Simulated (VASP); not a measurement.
# CoSi2 (Fm-3m) in VASP: a series of runs

Aim: see how the results for CoSi2 move with the level of theory and the settings. Levels: PBE, r2SCAN. Tasks: single point.

All numbers are computed with VASP 6.6.1; they aren't measurements. Logs are shortened: lines on timing, memory, paths and dates and some standing lists are left out, and cuts for length are marked.

## Step 1: The cell of the first run

It takes space group Fm-3m (No. 225, cubic). The conventional cell has a = 5.247 Å, b = 5.247 Å, c = 5.247 Å, α = 90.00°, β = 90.00°, γ = 90.00°. Within 3.0 Å of Co (site symmetry m-3m) lie 8 Si at 2.27 Å. Within 3.0 Å of Si (site symmetry -43m) lie 4 Co at 2.27 Å and 6 Si at 2.62 Å.

## Step 2: Single point, PBE, collinear spin, zero start

INCAR

```
SYSTEM = CoSi2
PREC = Accurate ; ENCUT = 520
EDIFF = 1E-7 ; ISMEAR = 0
SIGMA = 0.05 ; LREAL = .FALSE.
LASPH = .TRUE. ; NELM = 150
ALGO = Normal ; ISIF = 2
LWAVE = .FALSE. ; LCHARG = .TRUE.
ISPIN = 2 ; MAGMOM = 0 0 0
LORBIT = 11 ; LMAXMIX = 4
GGA = PE ; LELF = .TRUE.
LVHAR = .TRUE. ; NBANDS = 20
```

KPOINTS

```
regular mesh
0
G
  12 12 12
  0 0 0
```

POSCAR

```
CoSi2
1.0
    0.0000000000      2.6233315991      2.6233315991
    2.6233315991      0.0000000000      2.6233315991
    2.6233315991      2.6233315991      0.0000000000
Co Si
1 2
Direct
    0.0000000000      0.0000000000      0.0000000000
    0.2500000000      0.2500000000      0.2500000000
    0.7500000000      0.7500000000      0.7500000000
```

Potentials or basis: VASP PAW PBE potentials, release 64 (Co, Si).

Command:

```console
cat potpaw_PBE.64/Co/POTCAR potpaw_PBE.64/Si/POTCAR > POTCAR
mpirun -np 1 vasp_std > vasp.out
```

OUTCAR:

```text
SYSTEM = CoSi2
   PREC = Accurate
   ENCUT = 520
   EDIFF = 1E-7
   ISMEAR = 0
   LREAL = .FALSE.
   LASPH = .TRUE.
   NELM = 150
   ISIF = 2
   ISPIN = 2
   LORBIT = 11
   GGA = PE

 ion  position               nearest neighbor table
   1  0.000  0.000  0.000-   3 2.27   3 2.27   3 2.27   2 2.27   3 2.27   2 2.27   2 2.27   2 2.27

   2  0.250  0.250  0.250-   1 2.27   1 2.27   1 2.27   1 2.27   3 2.62   3 2.62   3 2.62   3 2.62
                             3 2.62   3 2.62
   3  0.750  0.750  0.750-   1 2.27   1 2.27   1 2.27   1 2.27   2 2.62   2 2.62   2 2.62   2 2.62
                             2 2.62   2 2.62

  LATTYP: Found a face centered cubic cell.
 ALAT       =     5.2466631982

  Lattice vectors:

 A1 = (   0.0000000000,   2.6233315991,   2.6233315991)
 A2 = (   2.6233315991,   0.0000000000,   2.6233315991)
 A3 = (   2.6233315991,   2.6233315991,   0.0000000000)

Analysis of symmetry for initial positions (statically):
=====================================================================
 Subroutine PRICEL returns:
 Original cell was already a primitive cell.

 Routine SETGRP: Setting up the symmetry group for a
 face centered cubic supercell.

 Subroutine GETGRP returns: Found 48 space group operations
 (whereof 48 operations were pure point group operations)
 out of a pool of 48 trial point group operations.

The static configuration has the point symmetry O_h .

Analysis of symmetry for dynamics (positions and initial velocities):
=====================================================================
 Subroutine PRICEL returns:
 Original cell was already a primitive cell.

 Routine SETGRP: Setting up the symmetry group for a
 face centered cubic supercell.

 Subroutine GETGRP returns: Found 48 space group operations
 (whereof 48 operations were pure point group operations)
 out of a pool of 48 trial point group operations.

The dynamic configuration has the point symmetry O_h .

Analysis of structural, dynamic, and magnetic symmetry:
=====================================================================
 Subroutine PRICEL returns:
 Original cell was already a primitive cell.

 Routine SETGRP: Setting up the symmetry group for a
 face centered cubic supercell.

 Subroutine GETGRP returns: Found 48 space group operations
 (whereof 48 operations were pure point group operations)
 out of a pool of 48 trial point group operations.

The overall configuration has the point symmetry O_h .

 Subroutine INISYM returns: Found 48 space group operations
 (whereof 48 operations are pure point group operations),
 and found     1 'primitive' translations

----------------------------------------------------------------------------------------

                                     Primitive cell

  volume of cell :      36.1068

  direct lattice vectors                    reciprocal lattice vectors
     0.000000000  2.623331599  2.623331599    -0.190597331  0.190597331  0.190597331
     2.623331599  0.000000000  2.623331599     0.190597331 -0.190597331  0.190597331
     2.623331599  2.623331599  0.000000000     0.190597331  0.190597331 -0.190597331

  length of vectors
     3.709951126  3.709951126  3.709951126     0.330124260  0.330124260  0.330124260

  position of ions in fractional coordinates (direct lattice)
     0.000000000  0.000000000  0.000000000
     0.250000000  0.250000000  0.250000000
     0.750000000  0.750000000  0.750000000

  ion indices of the primitive-cell ions
   primitive index   ion index
                 1           1
                 2           2
                 3           3

----------------------------------------------------------------------------------------

 KPOINTS: regular mesh

Automatic generation of k-mesh.
 Grid dimensions read from file:
 generate k-points for:   12   12   12

 Generating k-lattice:

  Cartesian coordinates                     Fractional coordinates (reciprocal lattice)
    -0.015883111  0.015883111  0.015883111     0.083333333  0.000000000  0.000000000
     0.015883111 -0.015883111  0.015883111     0.000000000  0.083333333  0.000000000
     0.015883111  0.015883111 -0.015883111     0.000000000  0.000000000  0.083333333

  Length of vectors
     0.027510355  0.027510355  0.027510355

  Shift w.r.t. Gamma in fractional coordinates (k-lattice)
     0.000000000  0.000000000  0.000000000

 Subroutine IBZKPT returns following result:
 ===========================================

 Found     72 irreducible k-points:

 Following reciprocal coordinates:
            Coordinates               Weight
  0.000000  0.000000  0.000000      1.000000
  0.083333  0.000000  0.000000      8.000000
  0.166667  0.000000  0.000000      8.000000
  0.250000  0.000000  0.000000      8.000000
  0.333333  0.000000  0.000000      8.000000
  0.416667  0.000000  0.000000      8.000000
[... 16 lines left out ...]
  0.500000  0.166667  0.000000     24.000000
 -0.416667  0.166667  0.000000     24.000000
 [... further k-points ...]
   k-points           NKPTS =     72   k-points in BZ     NKDIM =     72   number of bands    NBANDS=     20
   number of dos      NEDOS =    301   number of ions     NIONS =      3
   total plane-waves  NPLWV =  21952
   dimension x,y,z NGX =    28 NGY =   28 NGZ =   28
   dimension x,y,z NGXF=    56 NGYF=   56 NGZF=   56
   ions per type =               1   2
   NGX,Y,Z   is equivalent  to a cutoff of  12.55, 12.55, 12.55 a.u.
   NGXF,Y,Z  is equivalent  to a cutoff of  25.09, 25.09, 25.09 a.u.
 SYSTEM =  CoSi2
   PREC   = accura    normal or accurate (medium, high low for compatibility)
   ISTART =      0    job   : 0-new  1-cont  2-samecut
   ICHARG =      2    charge: 1-file 2-atom 10-const
   ISPIN  =      2    spin polarized calculation?
   LNONCOLLINEAR =      F non collinear calculations
   LSORBIT =      F    spin-orbit coupling
   LASPH  =      T    aspherical Exc in radial PAW
   ENCUT  =  520.0 eV  38.22 Ry    6.18 a.u.   6.90  6.90  6.90*2*pi/ulx,y,z
   NELM   =    150;   NELMIN=  2; NELMDL= -5     # of ELM steps
   EDIFF  = 0.1E-06   stopping-criterion for ELM
   LREAL  =      F    real-space projection
   EDIFFG = 0.1E-05   stopping-criterion for IOM
   NSW    =      0    number of steps for IOM
   IBRION =     -1    ionic relax: 0-MD 1-quasi-New 2-CG
   NFREE  =      0    steps in history (QN), initial steepest desc. (CG)
   ISIF   =      2    stress and relaxation
   ISYM   =      2    0-nonsym 1-usesym 2-fastsym
   POTIM  = 0.5000    time-step for ionic-motion
   TEBEG  =    0.0;   TEEND  =   0.0 temperature during run
   PSTRESS=    0.0 pullay stress
   NELECT =      17.0000    total number of electrons
   NUPDOWN=      -1.0000    fix difference up-down
   EMIN   =  10.00;   EMAX   =-10.00  energy-range for DOS
   EFERMI =   0.00;   METHOD = LEGACY
   ISMEAR =     0;   SIGMA  =   0.05  broadening in eV -4-tet -1-fermi 0-gaus
   EFERMI_NEDOS =   21; number of points for ismear=-14 and -15
   IALGO  =     38    algorithm
   IMIX   =      4    mixing-type and parameters
     AMIX     =   0.40;   BMIX     =  1.00
     AMIX_MAG =   1.60;   BMIX_MAG =  1.00
  volume/ion in A,a.u.               =      12.04        81.22
  Fermi-wavevector in a.u.,A,eV,Ry     =   1.273585  2.406727 22.068906  1.622019
  Thomas-Fermi vector in A             =   2.406400
   LORBIT       =     11    0 simple, 1 ext, 2 COOP (PROOUT), +10 PAW based schemes
   GGA     = PE    functional components
   LHFCALC =     F    Hartree Fock is set to
   AEXX    =    0.0000 exact exchange contribution
   IVDW    =     0    specifies the selected vdW correction
   LEPSILON=     F    determine dielectric tensor
   LRPA    =     F    only Hartree local field effects (RPA)
 spin polarized calculation
 Gauss-broadening in eV      SIGMA  =   0.05
  energy-cutoff  :      520.00
  volume of cell :       36.11
 maximum number of plane-waves:       983
   NGX = 13   NGY = 13   NGZ = 13

 number of electron      17.0000006 magnetization      -0.0000009

 number of electron      17.0000006 magnetization       0.0000001

 Free energy of the ion-electron system (eV)
  ---------------------------------------------------
  ext. energy  EPLUGINS =         0.00000000
  ---------------------------------------------------
  free energy    TOTEN  =       -19.20570703 eV

  energy without entropy =      -19.20443448  energy(sigma->0) =      -19.20507076

 E-fermi :  10.9317     XC(G=0): -12.0339

 val. band max:       10.9180153129   @ k =   0.4167   0.2500   0.0833
 cond. band min:      10.9595224673   @ k =   0.4167   0.0833   0.0000
 fundamental gap:      0.0415071544
 Fermi energy:        10.9317401754

 spin component 1

 k-point     1 :       0.0000    0.0000    0.0000
  band No.  band energies     occupation
      1      -2.6640      1.00000
      2       6.5859      1.00000
      3       6.5859      1.00000
      4       6.5859      1.00000
      5       8.8275      1.00000
      6       8.8275      1.00000
[... 12 lines left out ...]
     19      21.7542      0.00000
     20      27.1708      0.00000
[... 507 lines left out ...]
 k-point    24 :      -0.4167    0.1667    0.0000
  band No.  band energies     occupation
      1       0.9877      1.00000
      2       1.8631      1.00000
      3       6.2085      1.00000
      4       7.2490      1.00000
      5       7.8840      1.00000
      6       8.6874      1.00000
[... 12 lines left out ...]
     19      26.2946      0.00000
     20      26.6508      0.00000

 [... further k-points ...]

 spin component 2

 k-point     1 :       0.0000    0.0000    0.0000
  band No.  band energies     occupation
      1      -2.6640      1.00000
      2       6.5859      1.00000
      3       6.5859      1.00000
      4       6.5859      1.00000
      5       8.8275      1.00000
      6       8.8275      1.00000
[... 12 lines left out ...]
     19      21.7542      0.00000
     20      27.1708      0.00000
[... 507 lines left out ...]
 k-point    24 :      -0.4167    0.1667    0.0000
  band No.  band energies     occupation
      1       0.9877      1.00000
      2       1.8631      1.00000
      3       6.2085      1.00000
      4       7.2490      1.00000
      5       7.8840      1.00000
      6       8.6874      1.00000
[... 12 lines left out ...]
     19      26.2946      0.00000
     20      26.6508      0.00000

 [... further k-points ...]
[... 5 lines left out ...]
  --------------------------------------------------------------------------------------
  -------------------------------------------------------------------------------------
  Total        2.9394172      2.9394172      2.9394172      0.0000000     -0.0000000      0.0000000
  in kB      130.4314282    130.4314282    130.4314282      0.0000000     -0.0000000      0.0000000
  external PRESSURE =     130.4314282 kB  Pullay stress =       0.0000000 kB

 VOLUME and BASIS-vectors are now :
 -----------------------------------------------------------------------------
  energy-cutoff  :      520.00
  volume of cell :       36.11
      direct lattice vectors                 reciprocal lattice vectors
     0.000000000  2.623331599  2.623331599    -0.190597331  0.190597331  0.190597331
     2.623331599  0.000000000  2.623331599     0.190597331 -0.190597331  0.190597331
     2.623331599  2.623331599  0.000000000     0.190597331  0.190597331 -0.190597331

 POSITION                                       TOTAL-FORCE (eV/Angst)
 -----------------------------------------------------------------------------------
      0.00000      0.00000      0.00000         0.000000      0.000000      0.000000
      1.31167      1.31167      1.31167         0.000000      0.000000      0.000000
      3.93500      3.93500      3.93500        -0.000000     -0.000000     -0.000000
 -----------------------------------------------------------------------------------
    total drift:                               -0.000000     -0.000000      0.000000

  FREE ENERGIE OF THE ION-ELECTRON SYSTEM (eV)
  ---------------------------------------------------
  free  energy   TOTEN  =       -19.2057070333 eV

  energy  without entropy=      -19.2044344814  energy(sigma->0) =      -19.20507076

 total charge

# of ion       s       p       d       tot
------------------------------------------
    1        0.576   0.796   7.662   9.034
    2        0.717   0.915   0.000   1.632
    3        0.717   0.915   0.000   1.632
--------------------------------------------------
tot          2.009   2.626   7.662  12.297

 magnetization (x)

# of ion       s       p       d       tot
------------------------------------------
    1        0.000  -0.000  -0.000  -0.000
    2       -0.000  -0.000   0.000  -0.000
    3       -0.000  -0.000   0.000  -0.000
--------------------------------------------------
tot         -0.000  -0.000  -0.000  -0.000
```

Wall time 2.4 min (1 thread of Intel Xeon 8259CL, shared host); peak memory 0.23 GiB.

Results:

| Property | Result |
| --- | --- |
| Free energy | -19.2057 eV |
| Pressure | 13.0 GPa |
| Net moment | 0.00 μB per cell |
| Valence electrons inside the program's atomic spheres | Co 9.03; Si 1.63 |

Caveat: the cell stands under pressure.

## Step 3: Single point, PBE, collinear spin, zero start

This run uses another cell than the first one, of 12.80 Å³/atom.

INCAR

```
SYSTEM = CoSi2
PREC = Accurate ; ENCUT = 520
EDIFF = 1E-6 ; ISMEAR = 0
SIGMA = 0.05 ; LREAL = .FALSE.
LASPH = .TRUE. ; NELM = 150
ALGO = Normal ; ISIF = 2
LWAVE = .FALSE. ; LCHARG = .FALSE.
ISPIN = 2 ; MAGMOM = 0 0 0
LORBIT = 11 ; LMAXMIX = 4
GGA = PE ; NBANDS = 20
```

KPOINTS is that of step 2.

POSCAR

```
CoSi2
1.0
    0.0000000000      2.6780000000      2.6780000000
    2.6780000000      0.0000000000      2.6780000000
    2.6780000000      2.6780000000      0.0000000000
Co Si
1 2
Direct
    0.0000000000      0.0000000000      0.0000000000
    0.2500000000      0.2500000000      0.2500000000
    0.7500000000      0.7500000000      0.7500000000
```

Potentials or basis: VASP PAW PBE potentials, release 64 (Co, Si).

Command:

```console
cat potpaw_PBE.64/Co/POTCAR potpaw_PBE.64/Si/POTCAR > POTCAR
mpirun -np 1 vasp_std > vasp.out
```

Run time: 2.2 min. Hardware: 1 thread of Intel Xeon 8259CL, shared host; peak memory 0.23 GiB.

The run converged. Its results:

| Item | Value |
| --- | --- |
| Free energy | -19.2961 eV |
| Pressure | 0.1 GPa |
| Net moment | 0.00 μB per cell |
| Valence electrons inside the program's atomic spheres | Co 8.86; Si 1.59 |

Levels at points of the mesh, in eV from the Fermi level:
Spin up:
| k point | band 7 | band 8 | band 9 | band 10 | band 11 | band 12 |
| --- | --- | --- | --- | --- | --- | --- |
| (0.00, 0.00, 0.00) | 0.77 | 3.42 | 3.42 | 3.42 | 3.47 | 3.47 |
| (0.50, 0.00, 0.00) | -1.61 | -0.46 | -0.46 | 2.71 | 3.42 | 3.42 |
| (0.50, 0.50, 0.00) | -1.94 | -1.89 | -1.32 | 1.59 | 2.94 | 8.57 |
Spin down:
```
           k point  band 7  band 8  band 9  band 10  band 11  band 12
(0.00, 0.00, 0.00)    0.77    3.42    3.42     3.42     3.47     3.47
(0.50, 0.00, 0.00)   -1.61   -0.46   -0.46     2.71     3.42     3.42
(0.50, 0.50, 0.00)   -1.94   -1.89   -1.32     1.59     2.94     8.57
```

## Step 4: Single point, r2SCAN, collinear spin, zero start

This run uses another cell than the first one, of 12.80 Å³/atom.

POSCAR is that of step 3.

INCAR.step1

```
SYSTEM = CoSi2
PREC = Accurate ; ENCUT = 520
ISMEAR = 0 ; SIGMA = 0.05
LREAL = .FALSE. ; LASPH = .TRUE.
NELM = 150 ; ISPIN = 2
MAGMOM = 0 0 0 ; LMAXMIX = 4
NBANDS = 20 ; GGA = PE
ALGO = Normal ; EDIFF = 1E-4
LWAVE = .TRUE. ; LCHARG = .FALSE.
```

INCAR.step2

```
SYSTEM = CoSi2
PREC = Accurate ; ENCUT = 520
EDIFF = 1E-6 ; ISMEAR = 0
SIGMA = 0.05 ; LREAL = .FALSE.
LASPH = .TRUE. ; NELM = 150
ALGO = Normal ; ISIF = 2
LWAVE = .FALSE. ; LCHARG = .FALSE.
ISPIN = 2 ; MAGMOM = 0 0 0
LORBIT = 11 ; LMAXMIX = 4
METAGGA = R2SCAN ; LMIXTAU = .TRUE.
NBANDS = 20 ; ISTART = 1
```

KPOINTS is that of step 3.

Command:

```console
cat potpaw_PBE.64/Co/POTCAR potpaw_PBE.64/Si/POTCAR > POTCAR
cp INCAR.step1 INCAR
mpirun -np 1 vasp_std > vasp.out
cp INCAR.step2 INCAR
mpirun -np 1 vasp_std > vasp.out
```

Wall time 7.6 min (1 thread of Intel Xeon 8259CL, shared host); peak memory 0.24 GiB.

Results (log left out):

* Free energy: -31.9963 eV
* Pressure: -4.4 GPa
* Net moment: 0.00 μB per cell
* Valence electrons inside the program's atomic spheres: Co 8.92; Si 1.59

Levels at points of the mesh, in eV from the Fermi level:
Spin up:
```tsv
k point	band 7	band 8	band 9	band 10	band 11	band 12
(0.00, 0.00, 0.00)	1.27	3.62	3.62	3.62	3.65	3.65
(0.50, 0.00, 0.00)	-1.65	-0.52	-0.52	3.18	3.64	3.64
(0.50, 0.50, 0.00)	-1.94	-1.94	-1.39	1.82	3.19	9.00
```
Spin down:
| k point | band 5 | band 6 | band 7 | band 8 | band 9 | band 10 | band 11 | band 12 | band 13 | band 14 |
| --- | --- | --- | --- | --- | --- | --- | --- | --- | --- | --- |
| (0.00, 0.00, 0.00) | -1.99 | -1.99 | 1.27 | 3.62 | 3.62 | 3.62 | 3.65 | 3.65 | 3.65 | 6.17 |
| (0.50, 0.00, 0.00) | -2.18 | -1.65 | -1.65 | -0.52 | -0.52 | 3.18 | 3.64 | 3.64 | 4.80 | 10.99 |
| (0.50, 0.50, 0.00) | -3.87 | -1.98 | -1.94 | -1.94 | -1.39 | 1.82 | 3.19 | 9.00 | 10.32 | 10.32 |

Caveat: the cell stands under tension; the PAW data sets were made with another functional, which shifts forces and pressure a little.

(Part 1 of 2 ends here.)
